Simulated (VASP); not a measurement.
# AlN (Cmc2_1) in VASP: further runs

Runs on AlN. Level: LDA. Tasks: single point.

All numbers are computed with VASP 6.6.1; they aren't measurements. Logs are shortened: lines on timing, memory, paths and dates and some standing lists are left out, and cuts for length are marked.

**1. The cell of the first run**

Symmetry: Cmc2_1, No. 36, orthorhombic system. The conventional cell has a = 3.114 Å, b = 5.394 Å, c = 4.985 Å, α = 90.00°, β = 90.00°, γ = 90.00°. Within 2.5 Å of Al (site symmetry m) lie 4 N at 1.89 to 1.90 Å. N (site symmetry m) has 4 Al at 1.89 to 1.90 Å within 2.5 Å.

**2. Single point, LDA**

File INCAR:

```
ALGO     = Normal         # electronic algorithm
EDIFF    = 1E-7           # SCF threshold, eV
ENCUT    = 520            # plane-wave cutoff, eV
GGA      = CA             # functional
ISIF     = 2              # what is computed and relaxed
ISMEAR   = 0              # smearing method
LASPH    = True           # aspherical terms in the spheres
LCHARG   = False          # write CHGCAR
LREAL    = False          # projectors in reciprocal space
LWAVE    = False          # write WAVECAR
NBANDS   = 16             # bands
NELM     = 60             # most SCF steps
PREC     = Accurate       # precision mode
SIGMA    = 0.05           # smearing width, eV
```

File KPOINTS:

```
k-points
0
Gamma
  9 9 6
```

File POSCAR:

```
AlN
1.0
    3.1143789636      0.0000000000      0.0000000000
   -1.5571894818      2.6971312995      0.0000000000
    0.0000000000      0.0000000000      4.9848021043
Al N
2 2
Direct
    0.3365483715      0.6730967429      0.0015212672
    0.6634516285      0.3269032571      0.5015212672
    0.3304644511      0.6609289023      0.3834787328
    0.6695355489      0.3390710977      0.8834787328
```

Potentials or basis: VASP PAW LDA potentials, release 64 (Al, N).

Run with:

```
$ cat potpaw_LDA.64/Al/POTCAR potpaw_LDA.64/N/POTCAR > POTCAR
$ mpirun -np 1 vasp_std > vasp.out
```

OUTCAR:

```text
EDIFF = 1E-7
   ENCUT = 520
   GGA = CA
   ISIF = 2
   ISMEAR = 0
   LASPH = True
   LREAL = False
   NELM = 60
   PREC = Accurate

 ion  position               nearest neighbor table
   1  0.337  0.673  0.002-   4 1.89   4 1.89   4 1.89   3 1.90   2 3.05   2 3.05   2 3.08   2 3.08
                             2 3.08   2 3.08
   2  0.663  0.327  0.502-   3 1.89   3 1.89   3 1.89   4 1.90   1 3.05   1 3.05   1 3.08   1 3.08
                             1 3.08   1 3.08
   3  0.330  0.661  0.383-   2 1.89   2 1.89   2 1.89   1 1.90
   4  0.670  0.339  0.883-   1 1.89   1 1.89   1 1.89   2 1.90

  LATTYP: Found a hexagonal cell.
 ALAT       =     3.1143789636
 C/A-ratio  =     1.6005766037

  Lattice vectors:

 A1 = (   3.1143789636,   0.0000000000,   0.0000000000)
 A2 = (  -1.5571894818,   2.6971312995,   0.0000000000)
 A3 = (   0.0000000000,   0.0000000000,   4.9848021043)

Analysis of symmetry for initial positions (statically):
=====================================================================
 Subroutine PRICEL returns:
 Original cell was already a primitive cell.

 Routine SETGRP: Setting up the symmetry group for a
 hexagonal supercell.

 Subroutine GETGRP returns: Found  4 space group operations
 (whereof  2 operations were pure point group operations)
 out of a pool of 24 trial point group operations.

The static configuration has the point symmetry C_1h.
 The point group associated with its full space group is C_2v.

Analysis of symmetry for dynamics (positions and initial velocities):
=====================================================================
 Subroutine PRICEL returns:
 Original cell was already a primitive cell.

 Routine SETGRP: Setting up the symmetry group for a
 hexagonal supercell.

 Subroutine GETGRP returns: Found  4 space group operations
 (whereof  2 operations were pure point group operations)
 out of a pool of 24 trial point group operations.

The dynamic configuration has the point symmetry C_1h.
 The point group associated with its full space group is C_2v.

 Subroutine INISYM returns: Found  4 space group operations
 (whereof  2 operations are pure point group operations),
 and found     1 'primitive' translations

----------------------------------------------------------------------------------------

                                     Primitive cell

  volume of cell :      41.8718

  direct lattice vectors                    reciprocal lattice vectors
     3.114378964  0.000000000  0.000000000     0.321091303  0.185382150  0.000000000
    -1.557189482  2.697131300  0.000000000     0.000000000  0.370764301  0.000000000
     0.000000000  0.000000000  4.984802104     0.000000000  0.000000000  0.200609769

  length of vectors
     3.114378964  3.114378964  4.984802104     0.370764301  0.370764301  0.200609769

  position of ions in fractional coordinates (direct lattice)
     0.336548372  0.673096743  0.001521267
     0.663451628  0.326903257  0.501521267
     0.330464451  0.660928902  0.383478733
     0.669535549  0.339071098  0.883478733

  ion indices of the primitive-cell ions
   primitive index   ion index
                 1           1
                 2           2
                 3           3
                 4           4

----------------------------------------------------------------------------------------

 KPOINTS: k-points

Automatic generation of k-mesh.
 Grid dimensions read from file:
 generate k-points for:    9    9    6

 Generating k-lattice:

  Cartesian coordinates                     Fractional coordinates (reciprocal lattice)
     0.035676811  0.020598017  0.000000000     0.111111111 -0.000000000  0.000000000
     0.000000000  0.041196033  0.000000000     0.000000000  0.111111111  0.000000000
     0.000000000  0.000000000  0.033434962     0.000000000  0.000000000  0.166666667

  Length of vectors
     0.041196033  0.041196033  0.033434962

  Shift w.r.t. Gamma in fractional coordinates (k-lattice)
     0.000000000  0.000000000  0.000000000

 Subroutine IBZKPT returns following result:
 ===========================================

 Found    100 irreducible k-points:

 Following reciprocal coordinates:
            Coordinates               Weight
  0.000000  0.000000  0.000000      1.000000
  0.111111  0.000000  0.000000      4.000000
  0.000000  0.111111  0.000000      2.000000
  0.222222  0.000000  0.000000      4.000000
  0.000000  0.222222  0.000000      2.000000
  0.333333  0.000000  0.000000      4.000000
[... 16 lines left out ...]
 -0.222222 -0.444444  0.000000      4.000000
  0.444444  0.333333  0.000000      4.000000
 [... further k-points ...]
   k-points           NKPTS =    100   k-points in BZ     NKDIM =    100   number of bands    NBANDS=     16
   number of dos      NEDOS =    301   number of ions     NIONS =      4
   total plane-waves  NPLWV =  23040
   dimension x,y,z NGX =    24 NGY =   24 NGZ =   40
   dimension x,y,z NGXF=    48 NGYF=   48 NGZF=   80
   ions per type =               2   2
   NGX,Y,Z   is equivalent  to a cutoff of  12.81, 12.81, 13.34 a.u.
   NGXF,Y,Z  is equivalent  to a cutoff of  25.62, 25.62, 26.68 a.u.
 SYSTEM =  unknown system
   PREC   = accura    normal or accurate (medium, high low for compatibility)
   ISTART =      0    job   : 0-new  1-cont  2-samecut
   ICHARG =      2    charge: 1-file 2-atom 10-const
   ISPIN  =      1    spin polarized calculation?
   LNONCOLLINEAR =      F non collinear calculations
   LSORBIT =      F    spin-orbit coupling
   LASPH  =      T    aspherical Exc in radial PAW
   ENCUT  =  520.0 eV  38.22 Ry    6.18 a.u.   5.79  5.79  9.27*2*pi/ulx,y,z
   NELM   =     60;   NELMIN=  2; NELMDL= -5     # of ELM steps
   EDIFF  = 0.1E-06   stopping-criterion for ELM
   LREAL  =      F    real-space projection
   EDIFFG = 0.1E-05   stopping-criterion for IOM
   NSW    =      0    number of steps for IOM
   IBRION =     -1    ionic relax: 0-MD 1-quasi-New 2-CG
   NFREE  =      0    steps in history (QN), initial steepest desc. (CG)
   ISIF   =      2    stress and relaxation
   ISYM   =      2    0-nonsym 1-usesym 2-fastsym
   POTIM  = 0.5000    time-step for ionic-motion
   TEBEG  =    0.0;   TEEND  =   0.0 temperature during run
   PSTRESS=    0.0 pullay stress
   NELECT =      16.0000    total number of electrons
   NUPDOWN=      -1.0000    fix difference up-down
   EMIN   =  10.00;   EMAX   =-10.00  energy-range for DOS
   EFERMI =   0.00;   METHOD = LEGACY
   ISMEAR =     0;   SIGMA  =   0.05  broadening in eV -4-tet -1-fermi 0-gaus
   EFERMI_NEDOS =   21; number of points for ismear=-14 and -15
   IALGO  =     38    algorithm
   IMIX   =      4    mixing-type and parameters
     AMIX     =   0.40;   BMIX     =  1.00
     AMIX_MAG =   1.60;   BMIX_MAG =  1.00
  volume/ion in A,a.u.               =      10.47        70.64
  Fermi-wavevector in a.u.,A,eV,Ry     =   1.187976  2.244949 19.201725  1.411287
  Thomas-Fermi vector in A             =   2.324116
   LORBIT       =      0    0 simple, 1 ext, 2 COOP (PROOUT), +10 PAW based schemes
   GGA     = CA    functional components
   LHFCALC =     F    Hartree Fock is set to
   AEXX    =    0.0000 exact exchange contribution
   IVDW    =     0    specifies the selected vdW correction
   LEPSILON=     F    determine dielectric tensor
   LRPA    =     F    only Hartree local field effects (RPA)
 non-spin polarized calculation
 Gauss-broadening in eV      SIGMA  =   0.05
  energy-cutoff  :      520.00
  volume of cell :       41.87
 maximum number of plane-waves:      1152
   NGX = 11   NGY = 11   NGZ = 19

 number of electron      16.0000000 magnetization

 Free energy of the ion-electron system (eV)
  ---------------------------------------------------
  ext. energy  EPLUGINS =         0.00000000
  ---------------------------------------------------
  free energy    TOTEN  =       -32.82660288 eV

  energy without entropy =      -32.82660288  energy(sigma->0) =      -32.82660288

 E-fermi :   6.1331     XC(G=0): -11.2347

 val. band max:        5.8738819854   @ k =   0.0000   0.0000   0.0000
 cond. band min:      10.0729319096   @ k =   0.0000   0.0000   0.0000
 fundamental gap:      4.1990499242
 Fermi energy:         6.1331310638

 k-point     1 :       0.0000    0.0000    0.0000
  band No.  band energies     occupation
      1      -9.1481      2.00000
      2      -6.9337      2.00000
      3      -0.1678      2.00000
      4       4.9876      2.00000
      5       5.0022      2.00000
      6       5.6235      2.00000
[... 8 lines left out ...]
     15      18.7617      0.00000
     16      18.8271      0.00000

 k-point     2 :       0.1111    0.0000    0.0000
  band No.  band energies     occupation
      1      -8.9885      2.00000
      2      -6.8433      2.00000
      3       0.0195      2.00000
      4       4.2863      2.00000
      5       4.7966      2.00000
      6       4.9852      2.00000
[... 8 lines left out ...]
     15      18.6611      0.00000
     16      18.7801      0.00000

 k-point     3 :       0.0000    0.1111    0.0000
  band No.  band energies     occupation
      1      -8.9888      2.00000
      2      -6.8426      2.00000
      3       0.0189      2.00000
      4       4.2826      2.00000
      5       4.7922      2.00000
      6       4.9629      2.00000
[... 8 lines left out ...]
     15      18.5788      0.00000
     16      18.8349      0.00000

 k-point     4 :       0.2222    0.0000    0.0000
  band No.  band energies     occupation
      1      -8.5342      2.00000
      2      -6.6166      2.00000
      3       0.5637      2.00000
      4       2.7866      2.00000
      5       3.7201      2.00000
      6       4.3852      2.00000
[... 8 lines left out ...]
     15      17.8459      0.00000
     16      18.6203      0.00000
[... 324 lines left out ...]
 k-point    22 :       0.3333    0.2222    0.0000
  band No.  band energies     occupation
      1      -6.9608      2.00000
      2      -6.3715      2.00000
      3       0.9101      2.00000
      4       1.8639      2.00000
      5       2.6120      2.00000
      6       2.7348      2.00000
[... 8 lines left out ...]
     15      18.3289      0.00000
     16      20.1977      0.00000

 k-point    23 :      -0.2222   -0.4444    0.0000
  band No.  band energies     occupation
      1      -6.9717      2.00000
      2      -6.3564      2.00000
      3       0.8641      2.00000
      4       1.9084      2.00000
      5       2.6100      2.00000
      6       2.7076      2.00000
[... 8 lines left out ...]
     15      18.3697      0.00000
     16      20.1461      0.00000

 k-point    24 :       0.4444    0.3333    0.0000
  band No.  band energies     occupation
      1      -6.9541      2.00000
      2      -6.3808      2.00000
      3       0.9191      2.00000
      4       1.8941      2.00000
      5       2.5745      2.00000
      6       2.7468      2.00000
[... 8 lines left out ...]
     15      18.4102      0.00000
     16      20.1191      0.00000

 [... further k-points ...]
[... 5 lines left out ...]
  --------------------------------------------------------------------------------------
  -------------------------------------------------------------------------------------
  Total       -1.1720505     -1.2142577     -1.1087786      0.0000000      0.0000000      0.0000000
  in kB      -44.8472120    -46.4622227    -42.4261812      0.0000000      0.0000000      0.0000000
  external PRESSURE =     -44.5785386 kB  Pullay stress =       0.0000000 kB

 VOLUME and BASIS-vectors are now :
 -----------------------------------------------------------------------------
  energy-cutoff  :      520.00
  volume of cell :       41.87
      direct lattice vectors                 reciprocal lattice vectors
     3.114378964  0.000000000  0.000000000     0.321091303  0.185382150  0.000000000
    -1.557189482  2.697131300  0.000000000     0.000000000  0.370764301  0.000000000
     0.000000000  0.000000000  4.984802104     0.000000000  0.000000000  0.200609769

 POSITION                                       TOTAL-FORCE (eV/Angst)
 -----------------------------------------------------------------------------------
      0.00000      1.81543      0.00758         0.000000     -0.098871      0.011531
      1.55719      0.88170      2.49998         0.000000      0.098871      0.011531
     -0.00000      1.78261      1.91157         0.000000      0.047042     -0.011531
      1.55719      0.91452      4.40397         0.000000     -0.047042     -0.011531
 -----------------------------------------------------------------------------------
    total drift:                               -0.000000     -0.000000      0.000610

  FREE ENERGIE OF THE ION-ELECTRON SYSTEM (eV)
  ---------------------------------------------------
  free  energy   TOTEN  =       -32.8266028764 eV

  energy  without entropy=      -32.8266028764  energy(sigma->0) =      -32.82660288
```

Wall time 43 s (1 thread of Intel Xeon 6975P-C (Granite Rapids), shared host); peak memory 0.17 GiB.

What came out:

```
Free energy            : -32.8266 eV
Pressure               : -4.5 GPa
Largest force          : 0.100 eV/Å
Band gap on the k mesh : 4.20 eV, direct
```

Forces on the atoms (eV/Å):
```
Al   0.000 -0.099  0.012
Al   0.000  0.099  0.012
N    0.000  0.047 -0.012
N    0.000 -0.047 -0.012
```

Levels at points of the mesh, in eV from the valence-band top:
| k point | band 4 | band 5 | band 6 | band 7 | band 8 | band 9 | band 10 | band 11 | band 12 | band 13 |
| --- | --- | --- | --- | --- | --- | --- | --- | --- | --- | --- |
| (0.00, 0.00, 0.00) | -0.89 | -0.87 | -0.25 | -0.20 | 0.00 | 4.20 | 6.51 | 10.45 | 10.85 | 10.99 |
| (0.00, 0.00, 0.50) | -3.33 | -0.57 | -0.57 | -0.55 | -0.55 | 6.39 | 6.39 | 10.11 | 10.11 | 11.24 |

A k mesh can miss the band edges. LDA gaps usually lie below the measured ones, often by a third to a half.

**3. Single point, LDA**

File INCAR:

```
SYSTEM = AlN
  PREC = Accurate
  ENCUT = 520
  EDIFF = 1E-6
  ISMEAR = 0
  SIGMA = 0.05
  LREAL = .FALSE.
  LASPH = .TRUE.
  NELM = 80
  ALGO = Normal
  ISIF = 2
  LWAVE = .FALSE.
  LCHARG = .FALSE.
  GGA = CA
  NBANDS = 16
```

File KPOINTS:

```
Automatic mesh
0
G
  9 9 6
  0 0 0
```

File POSCAR:

```
AlN
1.0
    3.1143789636      0.0000000000      0.0000000000
   -1.5571894818      2.6971312995      0.0000000000
    0.0000000000      0.0000000000      4.9848021043
Al N
2 2
Direct
    0.3236882189      0.6473764378      0.0015212672
    0.6763117811      0.3526235622      0.5015212672
    0.3419399799      0.6838799599      0.3834787328
    0.6580600201      0.3161200401      0.8834787328
```

Potentials or basis: VASP PAW LDA potentials, release 64 (Al, N).

Run with:

```
$ cat potpaw_LDA.64/Al/POTCAR potpaw_LDA.64/N/POTCAR > POTCAR
$ mpirun -np 1 vasp_std > vasp.out
```

Run time: 44 s. Hardware: 1 thread of Intel Xeon 6975P-C (Granite Rapids), shared host; peak memory 0.17 GiB.

It converged, with:

```yaml
Free_energy: -32.8075 eV
Pressure: -4.6 GPa
Largest_force: 0.281 eV/Å
Band_gap_on_the_k_mesh: 4.17 eV, direct
```

Forces on the atoms (eV/Å):
```
Al   0.000  0.280  0.027
Al   0.000 -0.280  0.027
N    0.000 -0.148 -0.027
N    0.000  0.148 -0.027
```

Stress tensor (GPa, compression positive):
```
-4.76  0.00  0.00
 0.00 -4.63  0.00
 0.00  0.00 -4.27
```

Levels at points of the mesh, in eV from the valence-band top:
| k point | band 4 | band 5 | band 6 | band 7 | band 8 | band 9 | band 10 | band 11 | band 12 | band 13 |
| --- | --- | --- | --- | --- | --- | --- | --- | --- | --- | --- |
| (0.00, 0.00, 0.00) | -0.92 | -0.87 | -0.32 | -0.17 | 0.00 | 4.17 | 6.49 | 10.39 | 10.73 | 11.11 |
| (0.00, 0.00, 0.50) | -3.34 | -0.60 | -0.60 | -0.55 | -0.55 | 6.36 | 6.36 | 10.09 | 10.09 | 11.21 |

A k mesh can miss the band edges. As with any semilocal functional, this LDA gap is likely too small.

[end of part 1 of 2]
